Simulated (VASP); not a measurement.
# SrO (Fm-3m) in VASP: a series of runs

Runs on SrO. Level: LDA. Tasks: vibrations by perturbation theory.

Everything below comes from runs of VASP 6.6.1. Logs are shortened: lines on timing, memory, paths and dates and some standing lists are left out, and cuts for length are marked.

### Step 1. The cell of the first run

The structure is cubic, space group Fm-3m (No. 225). The conventional cell has a = 4.793 Å, b = 4.793 Å, c = 4.793 Å, α = 90.00°, β = 90.00°, γ = 90.00°. Sr (site symmetry m-3m) has 6 O at 2.40 Å within 3.2 Å. O (site symmetry m-3m) has 6 Sr at 2.40 Å within 3.2 Å.

### Step 2. Vibrations by perturbation theory, LDA

Input file INCAR:

```
SYSTEM = SrO
PREC = Accurate ; ENCUT = 520
EDIFF = 1E-8 ; ISMEAR = 0
SIGMA = 0.01 ; LREAL = .FALSE.
LASPH = .TRUE. ; NELM = 100
ALGO = Normal ; ISIF = 2
LWAVE = .FALSE. ; LCHARG = .FALSE.
GGA = CA ; NBANDS = 15
IBRION = 8 ; NSW = 1
LEPSILON = .TRUE.
```

Input file KPOINTS:

```
Automatic mesh
0
G
  8 8 8
  0 0 0
```

Input file POSCAR:

```
SrO
1.0
    0.0000000000      2.3966324081      2.3966324081
    2.3966324081      0.0000000000      2.3966324081
    2.3966324081      2.3966324081      0.0000000000
Sr O
1 1
Direct
    0.0000000000      0.0000000000      0.0000000000
    0.5000000000      0.5000000000      0.5000000000
```

Potentials or basis: VASP PAW LDA potentials, release 64 (Sr_sv, O).

The run is started by

```sh
cat potpaw_LDA.64/Sr_sv/POTCAR potpaw_LDA.64/O/POTCAR > POTCAR
mpirun -np 1 vasp_std > vasp.out
```

OUTCAR:

```text
SYSTEM = SrO
   PREC = Accurate
   ENCUT = 520
   EDIFF = 1E-8
   ISMEAR = 0
   LREAL = .FALSE.
   LASPH = .TRUE.
   NELM = 100
   ISIF = 2
   GGA = CA
   IBRION = 8
   NSW = 1
   LEPSILON = .TRUE.

 ion  position               nearest neighbor table
   1  0.000  0.000  0.000-   2 2.40   2 2.40   2 2.40   2 2.40   2 2.40   2 2.40
   2  0.500  0.500  0.500-   1 2.40   1 2.40   1 2.40   1 2.40   1 2.40   1 2.40

  LATTYP: Found a face centered cubic cell.
 ALAT       =     4.7932648162

  Lattice vectors:

 A1 = (   0.0000000000,   2.3966324081,   2.3966324081)
 A2 = (   2.3966324081,   0.0000000000,   2.3966324081)
 A3 = (   2.3966324081,   2.3966324081,   0.0000000000)

Analysis of symmetry for initial positions (statically):
=====================================================================
 Subroutine PRICEL returns:
 Original cell was already a primitive cell.

 Routine SETGRP: Setting up the symmetry group for a
 face centered cubic supercell.

 Subroutine GETGRP returns: Found 48 space group operations
 (whereof 48 operations were pure point group operations)
 out of a pool of 48 trial point group operations.

The static configuration has the point symmetry O_h .

Analysis of symmetry for dynamics (positions and initial velocities):
=====================================================================
 Subroutine PRICEL returns:
 Original cell was already a primitive cell.

 Routine SETGRP: Setting up the symmetry group for a
 face centered cubic supercell.

 Subroutine GETGRP returns: Found 48 space group operations
 (whereof 48 operations were pure point group operations)
 out of a pool of 48 trial point group operations.

The dynamic configuration has the point symmetry O_h .

 Subroutine INISYM returns: Found 48 space group operations
 (whereof 48 operations are pure point group operations),
 and found     1 'primitive' translations

[... 663 lines left out ...]
    -0.00708  0.00000  0.00000
    -0.00000 -0.00308  0.00000
    -0.00000  0.00000 -0.00308

 MACROSCOPIC STATIC DIELECTRIC TENSOR (including local field effects in DFT)
 ------------------------------------------------------
           4.093941     0.000000    -0.000000
           0.000000     4.093941    -0.000000
           0.000000     0.000000     4.093941
 ------------------------------------------------------

 PIEZOELECTRIC TENSOR (including local field effects)  for field in x, y, z        (e  Angst)
          XX          YY          ZZ          XY          YZ          ZX
  --------------------------------------------------------------------------------
  x     0.00000     0.00000     0.00000     0.00000     0.00000     0.00000
  y     0.00000     0.00000     0.00000     0.00000     0.00000     0.00000
  z     0.00000     0.00000     0.00000     0.00000     0.00000     0.00000

 PIEZOELECTRIC TENSOR (including local field effects)  for field in x, y, z        (C/m^2)
          XX          YY          ZZ          XY          YZ          ZX
  --------------------------------------------------------------------------------
  x     0.00000     0.00000     0.00000     0.00000     0.00000     0.00000
  y     0.00000     0.00000     0.00000     0.00000     0.00000     0.00000
  z     0.00000     0.00000     0.00000     0.00000     0.00000     0.00000

 BORN EFFECTIVE CHARGES (including local field effects) (in |e|, cummulative output)
 ---------------------------------------------------------------------------------
 ion    1
    1     2.63119    -0.00000    -0.00000
    2     0.00000     2.63119    -0.00000
    3    -0.00000     0.00000     2.63119
 ion    2
    1    -2.63119     0.00000     0.00000
    2    -0.00000    -2.63119     0.00000
    3     0.00000    -0.00000    -2.63119

 INTERNAL STRAIN TENSOR FOR ION    2 for displacements in x,y,z  (eV/Angst):
          X           Y           Z          XY          YZ          ZX
  --------------------------------------------------------------------------------
  x     0.00000     0.00000     0.00000     0.00000     0.00000     0.00000
  y     0.00000     0.00000     0.00000     0.00000     0.00000     0.00000
  z     0.00000     0.00000     0.00000     0.00000     0.00000     0.00000

 SECOND DERIVATIVES (NOT SYMMETRIZED)
 ------------------------------------
               1X          1Y          1Z          2X          2Y          2Z
  1X    -5.121724    0.000000    0.000000    5.121724    0.000000    0.000000
  1Y     0.000000   -5.121724    0.000000    0.000000    5.121724    0.000000
  1Z     0.000000    0.000000   -5.121724    0.000000    0.000000    5.121724
  2X     5.100039    0.000000    0.000000   -5.100039    0.000000    0.000000
  2Y     0.000000    5.100039    0.000000    0.000000   -5.100039    0.000000
  2Z     0.000000    0.000000    5.100039    0.000000    0.000000   -5.100039

 Eigenvectors and eigenvalues of the dynamical matrix
 ----------------------------------------------------

   1 f  =    9.601527 THz    60.328174 2PiTHz  320.272471 cm-1    39.708708 meV
             X         Y         Z           dx          dy          dz
      0.000000  0.000000  0.000000     0.000000    0.393657    0.000000
      2.396632  2.396632  2.396632     0.000000   -0.919258    0.000000
[... 21 lines left out ...]
   6 f/i=    0.007371 THz     0.046312 2PiTHz    0.245864 cm-1     0.030483 meV
             X         Y         Z           dx          dy          dz
      0.000000  0.000000  0.000000     0.000000    0.000000    0.919258
      2.396632  2.396632  2.396632     0.000000    0.000000    0.393657

--------------------------------------------------------------------------------------------------------

 MACROSCOPIC STATIC DIELECTRIC TENSOR IONIC CONTRIBUTION
 ------------------------------------------------------
           8.903046    -0.000000    -0.000000
          -0.000000     8.903046     0.000000
          -0.000000     0.000000     8.903046
 ------------------------------------------------------

 ELASTIC MODULI CONTR FROM IONIC RELAXATION (kBar)
 Direction    XX          YY          ZZ          XY          YZ          ZX
 --------------------------------------------------------------------------------
 XX           0.0000      0.0000      0.0000      0.0000      0.0000      0.0000
 YY           0.0000      0.0000      0.0000      0.0000      0.0000      0.0000
 ZZ           0.0000      0.0000      0.0000      0.0000      0.0000      0.0000
 XY           0.0000      0.0000      0.0000      0.0000      0.0000      0.0000
 YZ           0.0000      0.0000      0.0000      0.0000      0.0000      0.0000
 ZX           0.0000      0.0000      0.0000      0.0000      0.0000      0.0000
 --------------------------------------------------------------------------------

 PIEZOELECTRIC TENSOR IONIC CONTR  for field in x, y, z        (C/m^2)
          XX          YY          ZZ          XY          YZ          ZX
  --------------------------------------------------------------------------------
  x     0.00000     0.00000     0.00000     0.00000     0.00000     0.00000
  y     0.00000     0.00000     0.00000     0.00000     0.00000     0.00000
  z     0.00000     0.00000     0.00000     0.00000     0.00000     0.00000
```

stdout:

```text
POSCAR found type information on POSCAR SrO
 POSCAR found :  2 types and       2 ions
 scaLAPACK will be used
 LDA part: xc-table for (Slater(with rela. corr.)+CA(PZ))
 , standard interpolation
 POSCAR, INCAR and KPOINTS ok, starting setup
 FFT: planning ... GRIDC
 FFT: planning ... GRID_SOFT
 FFT: planning ... GRID
[... 24 lines left out ...]
 Linear response to external field, progress :
  Direction:   3
 dielectric tensor                  component  3 :     0.021     0.199     4.094
 Linear response DOF=           2
 Linear response progress:
 first order change of Fermi-energy   0.17667E-02
 force on displaced ion       1 direction 1 :  -5.122   0.000   0.000
 Born effective charge ion    1 direction 1 :   2.631   0.000   0.000
 Linear response progress:
 first order change of Fermi-energy  -0.18100E-02
 force on displaced ion       2 direction 1 :  -5.100   0.000   0.000
 Born effective charge ion    2 direction 1 :  -2.632   0.000   0.000
 Born effective charges drift removed
 Linear response finished
```

Wall time 4.6 min (1 thread of AMD EPYC 7R13 (Zen 3), shared host); peak memory 0.17 GiB.

Results:

| Quantity | Value |
| --- | --- |
| Electronic dielectric tensor (diagonal) | 4.09 |
| Born charges (mean of the diagonal) | Sr +2.63; O -2.63 e |
| Highest phonon frequency at Γ, LO-TO splitting left out | 320 cm⁻¹ |

Phonon frequencies in cm⁻¹ (negative: imaginary):
```
              q point        frequencies
(0.000, 0.000, 0.000)  0 0 0 320 320 320
```

Electronic dielectric tensor:
```
4.09 0.00 0.00
0.00 4.09 0.00
0.00 0.00 4.09
```

Born effective charge tensors (e):
atom 1, Sr
```
2.63 0.00 0.00
0.00 2.63 0.00
0.00 0.00 2.63
```
atom 2, O
```
-2.63  0.00  0.00
 0.00 -2.63  0.00
 0.00  0.00 -2.63
```

Caveat: the cell stands under pressure or tension, which shifts response properties.

### Step 3. Vibrations by perturbation theory, LDA

This run uses another cell than the first one, of 15.67 Å³/atom.

Input file INCAR:

```
PREC = Accurate
ENCUT = 520
EDIFF = 1E-8
ISMEAR = 0
SIGMA = 0.01
LREAL = False
LASPH = True
NELM = 60
ALGO = Normal
ISIF = 2
LWAVE = False
LCHARG = False
IBRION = 8
NSW = 1
LEPSILON = True
```

Input file KPOINTS:

```
Automatic mesh
0
Gamma
  8 8 8
```

Input file POSCAR:

```
SrO
1.0
    0.0000000000      2.5024461465      2.5024461465
    2.5024461465      0.0000000000      2.5024461465
    2.5024461465      2.5024461465      0.0000000000
Sr O
1 1
Direct
    0.0000000000      0.0000000000      0.0000000000
    0.5000000000      0.5000000000      0.5000000000
```

Potentials or basis: VASP PAW LDA potentials, release 64 (Sr_sv, O).

The run is started by

```sh
cat potpaw_LDA.64/Sr_sv/POTCAR potpaw_LDA.64/O/POTCAR > POTCAR
mpirun -np 1 vasp_std > vasp.out
```

OUTCAR:

```text
PREC = Accurate
   ENCUT = 520
   EDIFF = 1E-8
   ISMEAR = 0
   LREAL = False
   LASPH = True
   NELM = 60
   ISIF = 2
   IBRION = 8
   NSW = 1
   LEPSILON = True

 ion  position               nearest neighbor table
   1  0.000  0.000  0.000-   2 2.50   2 2.50   2 2.50   2 2.50   2 2.50   2 2.50
   2  0.500  0.500  0.500-   1 2.50   1 2.50   1 2.50   1 2.50   1 2.50   1 2.50

  LATTYP: Found a face centered cubic cell.
 ALAT       =     5.0048922930

  Lattice vectors:

 A1 = (   0.0000000000,   2.5024461465,   2.5024461465)
 A2 = (   2.5024461465,   0.0000000000,   2.5024461465)
 A3 = (   2.5024461465,   2.5024461465,   0.0000000000)

Analysis of symmetry for initial positions (statically):
=====================================================================
 Subroutine PRICEL returns:
 Original cell was already a primitive cell.

 Routine SETGRP: Setting up the symmetry group for a
 face centered cubic supercell.

 Subroutine GETGRP returns: Found 48 space group operations
 (whereof 48 operations were pure point group operations)
 out of a pool of 48 trial point group operations.

The static configuration has the point symmetry O_h .

Analysis of symmetry for dynamics (positions and initial velocities):
=====================================================================
 Subroutine PRICEL returns:
 Original cell was already a primitive cell.

 Routine SETGRP: Setting up the symmetry group for a
 face centered cubic supercell.

[... 618 lines left out ...]

 PIEZOELECTRIC TENSOR (including local field effects)  for field in x, y, z        (C/m^2)
          XX          YY          ZZ          XY          YZ          ZX
  --------------------------------------------------------------------------------
  x     0.00000     0.00000     0.00000     0.00000     0.00000     0.00000
  y     0.00000     0.00000     0.00000     0.00000     0.00000     0.00000
  z     0.00000     0.00000     0.00000     0.00000     0.00000     0.00000

 BORN EFFECTIVE CHARGES (including local field effects) (in |e|, cummulative output)
 ---------------------------------------------------------------------------------
 ion    1
    1     2.50734    -0.00000     0.00000
    2     0.00000     2.50734     0.00000
    3     0.00000     0.00000     2.50734
 ion    2
    1    -2.50734     0.00000     0.00000
    2    -0.00000    -2.50734     0.00000
    3     0.00000     0.00000    -2.50734

 INTERNAL STRAIN TENSOR FOR ION    2 for displacements in x,y,z  (eV/Angst):
          X           Y           Z          XY          YZ          ZX
  --------------------------------------------------------------------------------
  x     0.00000     0.00000     0.00000     0.00000     0.00000     0.00000
  y     0.00000     0.00000     0.00000     0.00000     0.00000     0.00000
  z     0.00000     0.00000     0.00000     0.00000     0.00000     0.00000

 SECOND DERIVATIVES (NOT SYMMETRIZED)
 ------------------------------------
               1X          1Y          1Z          2X          2Y          2Z
  1X    -3.011169    0.000000    0.000000    3.011169    0.000000    0.000000
  1Y     0.000000   -3.011169    0.000000    0.000000    3.011169    0.000000
  1Z     0.000000    0.000000   -3.011169    0.000000    0.000000    3.011169
  2X     3.000467    0.000000    0.000000   -3.000467    0.000000    0.000000
  2Y     0.000000    3.000467    0.000000    0.000000   -3.000467    0.000000
  2Z     0.000000    0.000000    3.000467    0.000000    0.000000   -3.000467

 Eigenvectors and eigenvalues of the dynamical matrix
 ----------------------------------------------------

   1 f  =    7.364190 THz    46.270568 2PiTHz  245.642923 cm-1    30.455827 meV
             X         Y         Z           dx          dy          dz
      0.000000  0.000000  0.000000     0.000000    0.393543    0.000000
      2.502446  2.502446  2.502446     0.000000   -0.919306    0.000000
[... 21 lines left out ...]
   6 f/i=    0.004743 THz     0.029802 2PiTHz    0.158211 cm-1     0.019616 meV
             X         Y         Z           dx          dy          dz
      0.000000  0.000000  0.000000     0.000000    0.000000    0.919306
      2.502446  2.502446  2.502446     0.000000    0.000000    0.393543

--------------------------------------------------------------------------------------------------------

 MACROSCOPIC STATIC DIELECTRIC TENSOR IONIC CONTRIBUTION
 ------------------------------------------------------
          12.075538    -0.000000     0.000000
          -0.000000    12.075538     0.000000
           0.000000     0.000000    12.075538
 ------------------------------------------------------

 ELASTIC MODULI CONTR FROM IONIC RELAXATION (kBar)
 Direction    XX          YY          ZZ          XY          YZ          ZX
 --------------------------------------------------------------------------------
 XX           0.0000      0.0000      0.0000      0.0000      0.0000      0.0000
 YY           0.0000      0.0000      0.0000      0.0000      0.0000      0.0000
 ZZ           0.0000      0.0000      0.0000      0.0000      0.0000      0.0000
 XY           0.0000      0.0000      0.0000      0.0000      0.0000      0.0000
 YZ           0.0000      0.0000      0.0000      0.0000      0.0000      0.0000
 ZX           0.0000      0.0000      0.0000      0.0000      0.0000      0.0000
 --------------------------------------------------------------------------------

 PIEZOELECTRIC TENSOR IONIC CONTR  for field in x, y, z        (C/m^2)
          XX          YY          ZZ          XY          YZ          ZX
  --------------------------------------------------------------------------------
  x     0.00000     0.00000     0.00000     0.00000     0.00000     0.00000
  y     0.00000     0.00000     0.00000     0.00000     0.00000     0.00000
  z     0.00000     0.00000     0.00000     0.00000     0.00000     0.00000
```

stdout:

```text
POSCAR found type information on POSCAR SrO
 POSCAR found :  2 types and       2 ions
 scaLAPACK will be used
 LDA part: xc-table for (Slater(with rela. corr.)+CA(PZ))
 , standard interpolation
 POSCAR, INCAR and KPOINTS ok, starting setup
 FFT: planning ... GRIDC
 FFT: planning ... GRID_SOFT
 FFT: planning ... GRID
[... 24 lines left out ...]
 Linear response to external field, progress :
  Direction:   3
 dielectric tensor                  component  3 :     0.020     0.165     3.933
 Linear response DOF=           2
 Linear response progress:
 first order change of Fermi-energy  -0.66000E-03
 force on displaced ion       1 direction 1 :  -3.011   0.000   0.000
 Born effective charge ion    1 direction 1 :   2.507   0.000   0.000
 Linear response progress:
 first order change of Fermi-energy   0.24876E-04
 force on displaced ion       2 direction 1 :  -3.000   0.000   0.000
 Born effective charge ion    2 direction 1 :  -2.508   0.000   0.000
 Born effective charges drift removed
 Linear response finished
```

Wall time 4 min (1 thread of AMD EPYC 7R13 (Zen 3), shared host); peak memory 0.17 GiB.

What came out:

| Item | Value |
| --- | --- |
| Electronic dielectric tensor (diagonal) | 3.93 |
| Born charges (mean of the diagonal) | Sr +2.51; O -2.51 e |
| Highest phonon frequency at Γ, LO-TO splitting left out | 246 cm⁻¹ |

Phonon frequencies in cm⁻¹ (negative: imaginary):
```tsv
q point	frequencies
(0.000, 0.000, 0.000)	0 0 0 246 246 246
```

Electronic dielectric tensor:
```
3.93 0.00 0.00
0.00 3.93 0.00
0.00 0.00 3.93
```

Born effective charge tensors (e):
atom 1, Sr
```
2.51 0.00 0.00
0.00 2.51 0.00
0.00 0.00 2.51
```
atom 2, O
```
-2.51  0.00  0.00
 0.00 -2.51  0.00
 0.00  0.00 -2.51
```

Caveat: the cell stands under pressure or tension, which shifts response properties.
